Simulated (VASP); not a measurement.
# TiNi (P4/mmm) in VASP: single point with LDA

Aim: the single point of TiNi with LDA.

Program: VASP 6.6.1. These are calculated values, not measurements. Logs are shortened: lines on timing, memory, paths and dates and some standing lists are left out, and cuts for length are marked.

### Step 1. The cell of the first run

Symmetry: P4/mmm, No. 123, tetragonal system. The conventional cell has a = 2.736 Å, b = 2.736 Å, c = 3.581 Å, α = 90.00°, β = 90.00°, γ = 90.00°. Ti (site symmetry 4/mmm) has 8 Ni at 2.64 Å and 6 Ti at 2.74 to 3.58 Å within 3.6 Å. Within 3.6 Å of Ni (site symmetry 4/mmm) lie 8 Ti at 2.64 Å and 6 Ni at 2.74 to 3.58 Å.

### Step 2. Single point, LDA, collinear spin, ferromagnetic start

Input file INCAR:

```
PREC     = Accurate       # precision mode
ENCUT    = 520            # plane-wave cutoff, eV
EDIFF    = 1E-6           # SCF threshold, eV
ISMEAR   = -1             # smearing method
SIGMA    = 0.05           # smearing width, eV
LREAL    = F              # projectors in reciprocal space
LASPH    = T              # aspherical terms in the spheres
NELM     = 150            # most SCF steps
ALGO     = Normal         # electronic algorithm
ISIF     = 2              # what is computed and relaxed
LWAVE    = F              # write WAVECAR
LCHARG   = T              # write CHGCAR
ISPIN    = 2              # spin polarisation
MAGMOM   = 0 1.5          # initial moments
LORBIT   = 11             # projections on sites
LMAXMIX  = 4              # l up to which the mixer works
GGA      = CA             # functional
LELF     = T              # ELF
LVHAR    = T            
NBANDS   = 22             # bands
```

Input file KPOINTS:

```
Automatic mesh
0
Gamma
  17 17 13
```

Input file POSCAR:

```
TiNi
1.0
    2.7358000000      0.0000000000      0.0000000000
    0.0000000000      2.7358000000      0.0000000000
    0.0000000000      0.0000000000      3.5814100000
Ti Ni
1 1
Direct
    0.5000000000      0.5000000000      0.5000000000
    0.0000000000      0.0000000000      0.0000000000
```

Potentials or basis: VASP PAW LDA potentials, release 64 (Ti_sv, Ni).

The run is started by

```console
cat potpaw_LDA.64/Ti_sv/POTCAR potpaw_LDA.64/Ni/POTCAR > POTCAR
mpirun -np 1 vasp_std > vasp.out
```

OUTCAR:

```text
PREC = Accurate
   ENCUT = 520
   EDIFF = 1E-6
   ISMEAR = -1
   LREAL = F
   LASPH = T
   NELM = 150
   ISIF = 2
   ISPIN = 2
   LORBIT = 11
   GGA = CA

 ion  position               nearest neighbor table
   1  0.500  0.500  0.500-   2 2.64   2 2.64   2 2.64   2 2.64   2 2.64   2 2.64   2 2.64   2 2.64

   2  0.000  0.000  0.000-   1 2.64   1 2.64   1 2.64   1 2.64   1 2.64   1 2.64   1 2.64   1 2.64

  LATTYP: Found a simple tetragonal cell.
 ALAT       =     2.7358000000
 C/A-ratio  =     1.3090905768

  Lattice vectors:

 A1 = (   2.7358000000,   0.0000000000,   0.0000000000)
 A2 = (   0.0000000000,   2.7358000000,   0.0000000000)
 A3 = (   0.0000000000,   0.0000000000,   3.5814100000)

Analysis of symmetry for initial positions (statically):
=====================================================================
 Subroutine PRICEL returns:
 Original cell was already a primitive cell.

 Routine SETGRP: Setting up the symmetry group for a
 simple tetragonal supercell.

 Subroutine GETGRP returns: Found 16 space group operations
 (whereof 16 operations were pure point group operations)
 out of a pool of 16 trial point group operations.

The static configuration has the point symmetry D_4h.

Analysis of symmetry for dynamics (positions and initial velocities):
=====================================================================
 Subroutine PRICEL returns:
 Original cell was already a primitive cell.

 Routine SETGRP: Setting up the symmetry group for a
 simple tetragonal supercell.

 Subroutine GETGRP returns: Found 16 space group operations
 (whereof 16 operations were pure point group operations)
 out of a pool of 16 trial point group operations.

The dynamic configuration has the point symmetry D_4h.

Analysis of structural, dynamic, and magnetic symmetry:
=====================================================================
 Subroutine PRICEL returns:
 Original cell was already a primitive cell.

 Routine SETGRP: Setting up the symmetry group for a
 simple tetragonal supercell.

 Subroutine GETGRP returns: Found 16 space group operations
 (whereof 16 operations were pure point group operations)
 out of a pool of 16 trial point group operations.

The overall configuration has the point symmetry D_4h.

 Subroutine INISYM returns: Found 16 space group operations
 (whereof 16 operations are pure point group operations),
 and found     1 'primitive' translations

----------------------------------------------------------------------------------------

                                     Primitive cell

  volume of cell :      26.8054

  direct lattice vectors                    reciprocal lattice vectors
     2.735800000  0.000000000  0.000000000     0.365523796  0.000000000  0.000000000
     0.000000000  2.735800000  0.000000000     0.000000000  0.365523796  0.000000000
     0.000000000  0.000000000  3.581410000     0.000000000  0.000000000  0.279219637

  length of vectors
     2.735800000  2.735800000  3.581410000     0.365523796  0.365523796  0.279219637

  position of ions in fractional coordinates (direct lattice)
     0.500000000  0.500000000  0.500000000
     0.000000000  0.000000000  0.000000000

  ion indices of the primitive-cell ions
   primitive index   ion index
                 1           1
                 2           2

----------------------------------------------------------------------------------------

 KPOINTS: Automatic mesh

Automatic generation of k-mesh.
 Grid dimensions read from file:
 generate k-points for:   17   17   13

 Generating k-lattice:

  Cartesian coordinates                     Fractional coordinates (reciprocal lattice)
     0.021501400  0.000000000  0.000000000     0.058823529  0.000000000  0.000000000
     0.000000000  0.021501400  0.000000000     0.000000000  0.058823529  0.000000000
     0.000000000  0.000000000  0.021478434     0.000000000  0.000000000  0.076923077

  Length of vectors
     0.021501400  0.021501400  0.021478434

  Shift w.r.t. Gamma in fractional coordinates (k-lattice)
     0.000000000  0.000000000  0.000000000

 Subroutine IBZKPT returns following result:
 ===========================================

 Found    315 irreducible k-points:

 Following reciprocal coordinates:
            Coordinates               Weight
  0.000000  0.000000  0.000000      1.000000
  0.058824  0.000000  0.000000      4.000000
  0.117647  0.000000  0.000000      4.000000
  0.176471  0.000000  0.000000      4.000000
  0.235294  0.000000  0.000000      4.000000
  0.294118  0.000000  0.000000      4.000000
[... 16 lines left out ...]
  0.411765  0.117647  0.000000      8.000000
  0.470588  0.117647  0.000000      8.000000
 [... further k-points ...]
   k-points           NKPTS =    315   k-points in BZ     NKDIM =    315   number of bands    NBANDS=     22
   number of dos      NEDOS =    301   number of ions     NIONS =      2
   total plane-waves  NPLWV =  11200
   dimension x,y,z NGX =    20 NGY =   20 NGZ =   28
   dimension x,y,z NGXF=    40 NGYF=   40 NGZF=   56
   ions per type =               1   1
   NGX,Y,Z   is equivalent  to a cutoff of  12.15, 12.15, 13.00 a.u.
   NGXF,Y,Z  is equivalent  to a cutoff of  24.31, 24.31, 25.99 a.u.
 SYSTEM =  unknown system
   PREC   = accura    normal or accurate (medium, high low for compatibility)
   ISTART =      0    job   : 0-new  1-cont  2-samecut
   ICHARG =      2    charge: 1-file 2-atom 10-const
   ISPIN  =      2    spin polarized calculation?
   LNONCOLLINEAR =      F non collinear calculations
   LSORBIT =      F    spin-orbit coupling
   LASPH  =      T    aspherical Exc in radial PAW
   ENCUT  =  520.0 eV  38.22 Ry    6.18 a.u.   5.09  5.09  6.66*2*pi/ulx,y,z
   NELM   =    150;   NELMIN=  2; NELMDL= -5     # of ELM steps
   EDIFF  = 0.1E-05   stopping-criterion for ELM
   LREAL  =      F    real-space projection
   EDIFFG = 0.1E-04   stopping-criterion for IOM
   NSW    =      0    number of steps for IOM
   IBRION =     -1    ionic relax: 0-MD 1-quasi-New 2-CG
   NFREE  =      0    steps in history (QN), initial steepest desc. (CG)
   ISIF   =      2    stress and relaxation
   ISYM   =      2    0-nonsym 1-usesym 2-fastsym
   POTIM  = 0.5000    time-step for ionic-motion
   TEBEG  =    0.0;   TEEND  =   0.0 temperature during run
   PSTRESS=    0.0 pullay stress
   NELECT =      22.0000    total number of electrons
   NUPDOWN=      -1.0000    fix difference up-down
   EMIN   =  10.00;   EMAX   =-10.00  energy-range for DOS
   EFERMI =   0.00;   METHOD = LEGACY
   ISMEAR =    -1;   SIGMA  =   0.05  broadening in eV -4-tet -1-fermi 0-gaus
   EFERMI_NEDOS =   21; number of points for ismear=-14 and -15
   IALGO  =     38    algorithm
   IMIX   =      4    mixing-type and parameters
     AMIX     =   0.40;   BMIX     =  1.00
     AMIX_MAG =   1.60;   BMIX_MAG =  1.00
  volume/ion in A,a.u.               =      13.40        90.45
  Fermi-wavevector in a.u.,A,eV,Ry     =   1.532762  2.896501 31.964988  2.349360
  Thomas-Fermi vector in A             =   2.639923
   LORBIT       =     11    0 simple, 1 ext, 2 COOP (PROOUT), +10 PAW based schemes
   GGA     = CA    functional components
   LHFCALC =     F    Hartree Fock is set to
   AEXX    =    0.0000 exact exchange contribution
   IVDW    =     0    specifies the selected vdW correction
   LEPSILON=     F    determine dielectric tensor
   LRPA    =     F    only Hartree local field effects (RPA)
 spin polarized calculation
  energy-cutoff  :      520.00
  volume of cell :       26.81
 maximum number of plane-waves:       735
   NGX = 11   NGY = 11   NGZ = 13

 number of electron      22.0000032 magnetization       0.0008968

 number of electron      22.0000032 magnetization      -0.0000276

 Free energy of the ion-electron system (eV)
  ---------------------------------------------------
  ext. energy  EPLUGINS =         0.00000000
  ---------------------------------------------------
  free energy    TOTEN  =       -15.80639459 eV

  energy without entropy =      -15.78598466  energy(sigma->0) =      -15.79618962

 E-fermi :   9.0715     XC(G=0): -12.7892

 val. band max:        9.0708235365   @ k =   0.4706   0.2353   0.1538
 cond. band min:       9.0739529619   @ k =   0.2353   0.0000   0.3077
 fundamental gap:      0.0031294254
 Fermi energy:         9.0714971305

 spin component 1

 k-point     1 :       0.0000    0.0000    0.0000
  band No.  band energies     occupation
      1     -47.0877      1.00000
      2     -23.7183      1.00000
      3     -23.3646      1.00000
      4     -23.3646      1.00000
      5       1.5375      1.00000
      6       5.1938      1.00000
[... 14 lines left out ...]
     21      28.1670      0.00000
     22      29.7303      0.00000
[... 552 lines left out ...]
  band No.  band energies     occupation
      1     -46.9900      1.00000
      2     -23.9940      1.00000
      3     -23.6380      1.00000
      4     -23.3896      1.00000
      5       5.4745      1.00000
      6       6.0793      1.00000
[... 14 lines left out ...]
     21      24.8372      0.00000
     22      26.0669      0.00000

 [... further k-points ...]

 spin component 2

 k-point     1 :       0.0000    0.0000    0.0000
  band No.  band energies     occupation
      1     -47.0877      1.00000
      2     -23.7183      1.00000
      3     -23.3646      1.00000
      4     -23.3646      1.00000
      5       1.5375      1.00000
      6       5.1938      1.00000
[... 14 lines left out ...]
     21      28.1670      0.00000
     22      29.7303      0.00000
[... 552 lines left out ...]
  band No.  band energies     occupation
      1     -46.9900      1.00000
      2     -23.9940      1.00000
      3     -23.6380      1.00000
      4     -23.3896      1.00000
      5       5.4745      1.00000
      6       6.0792      1.00000
[... 14 lines left out ...]
     21      24.8372      0.00000
     22      26.0668      0.00000

 [... further k-points ...]

------------------------ aborting loop because EDIFF is reached ----------------------------------------

  FORCE on cell =-STRESS in cart. coord.  units (eV):
  Direction    XX          YY          ZZ          XY          YZ          ZX
  --------------------------------------------------------------------------------------
  -------------------------------------------------------------------------------------
  Total       -1.8674006     -1.8674006     -2.2340220      0.0000000      0.0000000      0.0000000
  in kB     -111.6157132   -111.6157132   -133.5289082      0.0000000      0.0000000      0.0000000
  external PRESSURE =    -118.9201115 kB  Pullay stress =       0.0000000 kB

 VOLUME and BASIS-vectors are now :
 -----------------------------------------------------------------------------
  energy-cutoff  :      520.00
  volume of cell :       26.81
      direct lattice vectors                 reciprocal lattice vectors
     2.735800000  0.000000000  0.000000000     0.365523796  0.000000000  0.000000000
     0.000000000  2.735800000  0.000000000     0.000000000  0.365523796  0.000000000
     0.000000000  0.000000000  3.581410000     0.000000000  0.000000000  0.279219637

 POSITION                                       TOTAL-FORCE (eV/Angst)
 -----------------------------------------------------------------------------------
      1.36790      1.36790      1.79070         0.000000      0.000000      0.000000
      0.00000      0.00000      0.00000         0.000000      0.000000      0.000000
 -----------------------------------------------------------------------------------
    total drift:                               -0.000000      0.000000      0.000000

  FREE ENERGIE OF THE ION-ELECTRON SYSTEM (eV)
  ---------------------------------------------------
  free  energy   TOTEN  =       -15.8063945899 eV

  energy  without entropy=      -15.7859846589  energy(sigma->0) =      -15.79618962

 total charge

# of ion       s       p       d       tot
------------------------------------------
    1        2.248   6.143   1.937  10.327
    2        0.551   0.474   8.322   9.347
--------------------------------------------------
tot          2.799   6.617  10.259  19.675

 magnetization (x)

# of ion       s       p       d       tot
------------------------------------------
    1       -0.000   0.000   0.000   0.000
    2       -0.000   0.000  -0.000  -0.000
--------------------------------------------------
tot         -0.000   0.000  -0.000  -0.000
```

Run time: 2.3 min. Hardware: 1 thread of AMD EPYC 9R45 (Zen 5), shared host; peak memory 0.33 GiB.

Results:

- Free energy: -15.8064 eV
- Pressure: -11.9 GPa
- Band gap on the k mesh: zero (filled and empty bands overlap)
- Net moment: 0.00 μB per cell
- Valence electrons inside the program's atomic spheres: Ti 10.33; Ni 9.35

Stress tensor (GPa, compression positive):
```
-11.16   0.00   0.00
  0.00 -11.16   0.00
  0.00   0.00 -13.35
```

Levels at points of the mesh, in eV from the Fermi level:
Spin up:
```tsv
k point	band 7	band 8	band 9	band 10	band 11	band 12	band 13	band 14	band 15	band 16
(0.00, 0.00, 0.00)	-3.39	-1.85	-1.85	-1.20	-0.30	0.64	2.91	2.91	3.35	3.91
```
Spin down:
```tsv
k point	band 8	band 9	band 10	band 11	band 12	band 13	band 14	band 15
(0.00, 0.00, 0.00)	-1.85	-1.85	-1.20	-0.30	0.64	2.91	2.91	3.35
```

Caveat: the cell stands under tension.
